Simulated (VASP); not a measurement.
The system is CsPbCl3.

```
CELL_PARAMETERS angstrom
5.60500 0.00000 0.00000
0.00000 5.60500 0.00000
0.00000 0.00000 5.60500
ATOMIC_POSITIONS crystal
Cs 0.00000 0.00000 0.00000
Pb 0.50000 0.50000 0.50000
Cl 0.50000 0.50000 0.00000
Cl 0.00000 0.50000 0.50000
Cl 0.50000 0.00000 0.50000
```

| Quantity | Value |
| --- | --- |
| Program | VASP 6.6.1 |
| Task | relaxation of cell and atoms |
| Functional | PBE |
| Potentials or basis | VASP PAW PBE potentials, release 64 (Cs_sv, Pb_d, Cl) |
| Cutoff | 600 eV |
| k mesh | 6 × 6 × 6 |
| Occupations | gaussian, width 0.02 eV |
| Spin | no spin polarisation |

At the start: pressure 1.8 GPa; volume 35.22 Å³/atom.

Task: Where does the relaxation end?

Result: Over 3 steps the energy falls by 12.9 meV/atom and the volume is 37.73 Å³/atom (+7.1 %); space group Pm-3m (No. 221, to 0.05 Å).

The path:
```csv
step,energy change (eV),largest force (eV/Å),pressure (GPa),volume (Å³)
1,0.0000,0.0000,1.76,176.09
2,-0.0621,0.0000,0.29,186.14
3,-0.0643,0.0000,-0.02,188.63
```

Final structure:
```cif
data_structure
_symmetry_space_group_name_H-M 'P 1'
_symmetry_Int_Tables_number 1
_cell_length_a 5.7351
_cell_length_b 5.7351
_cell_length_c 5.7351
_cell_angle_alpha 90.000
_cell_angle_beta 90.000
_cell_angle_gamma 90.000
_cell_volume 188.63
loop_
_atom_site_label
_atom_site_type_symbol
_atom_site_fract_x
_atom_site_fract_y
_atom_site_fract_z
_atom_site_occupancy
Cs1 Cs 0.00000 0.00000 0.00000 1
Pb1 Pb 0.50000 0.50000 0.50000 1
Cl1 Cl 0.50000 0.50000 0.00000 1
Cl2 Cl 0.00000 0.50000 0.50000 1
Cl3 Cl 0.50000 0.00000 0.50000 1
```
